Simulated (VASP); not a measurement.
# RbOs2 in VASP: single point with PBE

Aim: the single point of RbOs2 with PBE.

Everything below comes from runs of VASP 6.6.1. Logs are shortened: lines on timing, memory, paths and dates and some standing lists are left out, and cuts for length are marked.

## 1. The cell of the first run

The cell holds a sheet with vacuum, 3 atoms: a = 5.380 Å, b = 5.380 Å, c = 17.000 Å, α = 90.00°, β = 90.00°, γ = 90.00°.

The cell was built from a structure type or drawn by symmetry, and may not be a known phase.

## 2. Single point, PBE

INCAR

```
SYSTEM = RbOs2
  ALGO = Normal
  DIPOL = 0.5 0.5 0.500
  EDIFF = 1E-6
  ENCUT = 520
  GGA = PE
  IDIPOL = 3
  ISIF = 2
  ISMEAR = 0
  LASPH = .TRUE.
  LCHARG = .TRUE.
  LDIPOL = .TRUE.
  LELF = .TRUE.
  LREAL = .FALSE.
  LVACPOTAV = .TRUE.
  LVHAR = .TRUE.
  LWAVE = .FALSE.
  NBANDS = 20
  NELM = 60
  PREC = Accurate
  SIGMA = 0.1
```

KPOINTS

```
k-points
0
G
  4 4 1
  0 0 0
```

POSCAR

```
RbOs2
1.0
    5.3800347400      0.0000000000      0.0000000000
    0.0000000000      5.3800347400      0.0000000000
    0.0000000000      0.0000000000     17.0000000000
Rb Os
1 2
Direct
    0.0000000000      0.0000000000      0.5000000000
    0.5000000000      0.5000000000      0.5848606400
    0.5000000000      0.5000000000      0.4151393600
```

Potentials or basis: VASP PAW PBE potentials, release 64 (Rb_sv, Os).

Launch:

```
cat potpaw_PBE.64/Rb_sv/POTCAR potpaw_PBE.64/Os/POTCAR > POTCAR
mpirun -np 1 vasp_std > vasp.out
```

OUTCAR:

```text
SYSTEM = RbOs2
   EDIFF = 1E-6
   ENCUT = 520
   GGA = PE
   ISIF = 2
   ISMEAR = 0
   LASPH = .TRUE.
   LREAL = .FALSE.
   NELM = 60
   PREC = Accurate

 ion  position               nearest neighbor table
   1  0.000  0.000  0.500-   2 4.07   3 4.07   2 4.07   3 4.07   2 4.07   3 4.07   2 4.07   3 4.07

   2  0.500  0.500  0.585-   3 2.89   1 4.07   1 4.07   1 4.07   1 4.07
   3  0.500  0.500  0.415-   2 2.89   1 4.07   1 4.07   1 4.07   1 4.07

  LATTYP: Found a simple tetragonal cell.
 ALAT       =     5.3800347400
 C/A-ratio  =     3.1598308973

  Lattice vectors:

 A1 = (   5.3800347400,   0.0000000000,   0.0000000000)
 A2 = (   0.0000000000,   5.3800347400,   0.0000000000)
 A3 = (   0.0000000000,   0.0000000000,  17.0000000000)

Analysis of symmetry for initial positions (statically):
=====================================================================
 Subroutine PRICEL returns:
 Original cell was already a primitive cell.

 Routine SETGRP: Setting up the symmetry group for a
 simple tetragonal supercell.

 Subroutine GETGRP returns: Found 16 space group operations
 (whereof 16 operations were pure point group operations)
 out of a pool of 16 trial point group operations.

The static configuration has the point symmetry D_4h.

Analysis of symmetry for dynamics (positions and initial velocities):
=====================================================================
 Subroutine PRICEL returns:
 Original cell was already a primitive cell.

 Routine SETGRP: Setting up the symmetry group for a
 simple tetragonal supercell.

 Subroutine GETGRP returns: Found 16 space group operations
 (whereof 16 operations were pure point group operations)
 out of a pool of 16 trial point group operations.

The dynamic configuration has the point symmetry D_4h.

 Subroutine INISYM returns: Found 16 space group operations
 (whereof 16 operations are pure point group operations),
 and found     1 'primitive' translations

----------------------------------------------------------------------------------------

                                     Primitive cell

  volume of cell :     492.0612

  direct lattice vectors                    reciprocal lattice vectors
     5.380034740  0.000000000  0.000000000     0.185872406  0.000000000  0.000000000
     0.000000000  5.380034740  0.000000000     0.000000000  0.185872406  0.000000000
     0.000000000  0.000000000 17.000000000     0.000000000  0.000000000  0.058823529

  length of vectors
     5.380034740  5.380034740 17.000000000     0.185872406  0.185872406  0.058823529

  position of ions in fractional coordinates (direct lattice)
     0.000000000  0.000000000  0.500000000
     0.500000000  0.500000000  0.584860640
     0.500000000  0.500000000  0.415139360

  ion indices of the primitive-cell ions
   primitive index   ion index
                 1           1
                 2           2
                 3           3

----------------------------------------------------------------------------------------

 KPOINTS: k-points

Automatic generation of k-mesh.
 Grid dimensions read from file:
 generate k-points for:    4    4    1

 Generating k-lattice:

  Cartesian coordinates                     Fractional coordinates (reciprocal lattice)
     0.046468101  0.000000000  0.000000000     0.250000000  0.000000000  0.000000000
     0.000000000  0.046468101  0.000000000     0.000000000  0.250000000  0.000000000
     0.000000000  0.000000000  0.058823529     0.000000000  0.000000000  1.000000000

  Length of vectors
     0.046468101  0.046468101  0.058823529

  Shift w.r.t. Gamma in fractional coordinates (k-lattice)
     0.000000000  0.000000000  0.000000000

 Subroutine IBZKPT returns following result:
 ===========================================

 Found      6 irreducible k-points:

 Following reciprocal coordinates:
            Coordinates               Weight
  0.000000  0.000000  0.000000      1.000000
  0.250000  0.000000  0.000000      4.000000
  0.500000  0.000000  0.000000      2.000000
  0.250000  0.250000  0.000000      4.000000
  0.500000  0.250000  0.000000      4.000000
  0.500000  0.500000  0.000000      1.000000
   k-points           NKPTS =      6   k-points in BZ     NKDIM =      6   number of bands    NBANDS=     20
   number of dos      NEDOS =    301   number of ions     NIONS =      3
   total plane-waves  NPLWV = 201600
   dimension x,y,z NGX =    40 NGY =   40 NGZ =  126
   dimension x,y,z NGXF=    80 NGYF=   80 NGZF=  252
   ions per type =               1   2
   NGX,Y,Z   is equivalent  to a cutoff of  12.36, 12.36, 12.32 a.u.
   NGXF,Y,Z  is equivalent  to a cutoff of  24.72, 24.72, 24.64 a.u.
 SYSTEM =  RbOs2
   PREC   = accura    normal or accurate (medium, high low for compatibility)
   ISTART =      0    job   : 0-new  1-cont  2-samecut
   ICHARG =      2    charge: 1-file 2-atom 10-const
   ISPIN  =      1    spin polarized calculation?
   LNONCOLLINEAR =      F non collinear calculations
   LSORBIT =      F    spin-orbit coupling
   LASPH  =      T    aspherical Exc in radial PAW
   ENCUT  =  520.0 eV  38.22 Ry    6.18 a.u.  10.00 10.00 31.61*2*pi/ulx,y,z
   NELM   =     60;   NELMIN=  2; NELMDL= -5     # of ELM steps
   EDIFF  = 0.1E-05   stopping-criterion for ELM
   LREAL  =      F    real-space projection
   EDIFFG = 0.1E-04   stopping-criterion for IOM
   NSW    =      0    number of steps for IOM
   IBRION =     -1    ionic relax: 0-MD 1-quasi-New 2-CG
   NFREE  =      0    steps in history (QN), initial steepest desc. (CG)
   ISIF   =      2    stress and relaxation
   ISYM   =      2    0-nonsym 1-usesym 2-fastsym
   POTIM  = 0.5000    time-step for ionic-motion
   TEBEG  =    0.0;   TEEND  =   0.0 temperature during run
   PSTRESS=    0.0 pullay stress
   NELECT =      25.0000    total number of electrons
   NUPDOWN=      -1.0000    fix difference up-down
   EMIN   =  10.00;   EMAX   =-10.00  energy-range for DOS
   EFERMI =   0.00;   METHOD = LEGACY
   ISMEAR =     0;   SIGMA  =   0.10  broadening in eV -4-tet -1-fermi 0-gaus
   EFERMI_NEDOS =   21; number of points for ismear=-14 and -15
   IALGO  =     38    algorithm
   IMIX   =      4    mixing-type and parameters
     AMIX     =   0.40;   BMIX     =  1.00
     AMIX_MAG =   1.60;   BMIX_MAG =  1.00
  volume/ion in A,a.u.               =     164.02      1106.86
  Fermi-wavevector in a.u.,A,eV,Ry     =   0.606338  1.145814  5.002133  0.367646
  Thomas-Fermi vector in A             =   1.660395
   LORBIT       =      0    0 simple, 1 ext, 2 COOP (PROOUT), +10 PAW based schemes
   GGA     = PE    functional components
   LHFCALC =     F    Hartree Fock is set to
   AEXX    =    0.0000 exact exchange contribution
   IVDW    =     0    specifies the selected vdW correction
   LEPSILON=     F    determine dielectric tensor
   LRPA    =     F    only Hartree local field effects (RPA)
 non-spin polarized calculation
 Gauss-broadening in eV      SIGMA  =   0.10
  energy-cutoff  :      520.00
  volume of cell :      492.06
 maximum number of plane-waves:     13276
   NGX = 21   NGY = 21   NGZ = 63

 dipolmoment           0.000000      0.000000      0.000000 electrons x Angstroem

 number of electron      24.9999999 magnetization

 dipolmoment           0.000000      0.000000     -0.000000 electrons x Angstroem

 Free energy of the ion-electron system (eV)
  ---------------------------------------------------
  ext. energy  EPLUGINS =         0.00000000
  ---------------------------------------------------
  free energy    TOTEN  =        -9.76343669 eV

  energy without entropy =       -9.58840983  energy(sigma->0) =       -9.67592326

 E-fermi :  -3.0212     XC(G=0):  -2.8610

 val. band max:       -3.0284276271   @ k =   0.5000   0.0000   0.0000
 cond. band min:      -3.0164715161   @ k =   0.5000   0.2500   0.0000
 fundamental gap:      0.0119561110
 Fermi energy:        -3.0212266754

 k-point     1 :       0.0000    0.0000    0.0000
  band No.  band energies     occupation
      1     -29.7580      2.00000
      2     -13.8942      2.00000
      3     -13.8007      2.00000
      4     -13.8007      2.00000
      5      -5.8368      2.00000
      6      -4.2985      2.00000
[... 12 lines left out ...]
     19       1.1855      0.00000
     20       1.2472      0.00000

 k-point     2 :       0.2500    0.0000    0.0000
  band No.  band energies     occupation
      1     -29.7578      2.00000
      2     -13.8922      2.00000
      3     -13.8164      2.00000
      4     -13.7998      2.00000
      5      -5.7226      2.00000
      6      -4.2150      2.00000
[... 12 lines left out ...]
     19       0.9394      0.00000
     20       1.0973      0.00000

 k-point     3 :       0.5000    0.0000    0.0000
  band No.  band energies     occupation
      1     -29.7575      2.00000
      2     -13.8902      2.00000
      3     -13.8320      2.00000
      4     -13.7990      2.00000
      5      -5.6107      2.00000
      6      -4.2250      2.00000
[... 12 lines left out ...]
     19       0.3255      0.00000
     20       0.9694      0.00000

 k-point     4 :       0.2500    0.2500    0.0000
  band No.  band energies     occupation
      1     -29.7575      2.00000
      2     -13.8908      2.00000
      3     -13.8155      2.00000
      4     -13.8129      2.00000
      5      -5.6562      2.00000
      6      -4.1877      2.00000
[... 12 lines left out ...]
     19       0.0605      0.00000
     20       1.1469      0.00000

 k-point     5 :       0.5000    0.2500    0.0000
  band No.  band energies     occupation
      1     -29.7573      2.00000
      2     -13.8893      2.00000
      3     -13.8285      2.00000
      4     -13.8120      2.00000
      5      -5.5928      2.00000
      6      -4.1951      2.00000
[... 12 lines left out ...]
     19       0.3973      0.00000
     20       0.4701      0.00000

 k-point     6 :       0.5000    0.5000    0.0000
  band No.  band energies     occupation
      1     -29.7571      2.00000
      2     -13.8884      2.00000
      3     -13.8249      2.00000
      4     -13.8249      2.00000
      5      -5.5761      2.00000
      6      -4.1648      2.00000
[... 12 lines left out ...]
     19       0.4740      0.00000
     20       0.4740      0.00000

------------------------ aborting loop because EDIFF is reached ----------------------------------------

  FORCE on cell =-STRESS in cart. coord.  units (eV):
  Direction    XX          YY          ZZ          XY          YZ          ZX
  --------------------------------------------------------------------------------------
  -------------------------------------------------------------------------------------
  Total       -1.9892210     -1.9892210    -14.9974200      0.0000000      0.0000000      0.0000000
  in kB       -6.4770096     -6.4770096    -48.8323984      0.0000000      0.0000000      0.0000000
  external PRESSURE =     -20.5954725 kB  Pullay stress =       0.0000000 kB

 VOLUME and BASIS-vectors are now :
 -----------------------------------------------------------------------------
  energy-cutoff  :      520.00
  volume of cell :      492.06
      direct lattice vectors                 reciprocal lattice vectors
     5.380034740  0.000000000  0.000000000     0.185872406  0.000000000  0.000000000
     0.000000000  5.380034740  0.000000000     0.000000000  0.185872406  0.000000000
     0.000000000  0.000000000 17.000000000     0.000000000  0.000000000  0.058823529

 POSITION                                       TOTAL-FORCE (eV/Angst)
 -----------------------------------------------------------------------------------
      0.00000      0.00000      8.50000         0.000000     -0.000000      0.000000
      2.69002      2.69002      9.94263         0.000000     -0.000000     -5.188922
      2.69002      2.69002      7.05737         0.000000      0.000000      5.188922
 -----------------------------------------------------------------------------------
    total drift:                               -0.000000      0.000000      0.000000

  FREE ENERGIE OF THE ION-ELECTRON SYSTEM (eV)
  ---------------------------------------------------
  free  energy   TOTEN  =        -9.7634366916 eV

  energy  without entropy=       -9.5884098320  energy(sigma->0) =       -9.67592326

 vacuum level on the upper side and lower side of the slab         1.072         1.072
```

It took 2.6 min on 1 thread of Intel Xeon 8259CL, shared host; peak memory 0.49 GiB.

What came out:

```
Free energy            : -9.7634 eV
Largest force          : 5.189 eV/Å
Band gap on the k mesh : zero (an odd number of electrons rules out a gap without spin polarisation)
```

Forces on the atoms (eV/Å):
```
Rb   0.000  0.000  0.000
Os   0.000  0.000 -5.189
Os   0.000  0.000  5.189
```

Caveat: spin-orbit coupling is left out, which moves the levels of the heavy elements.
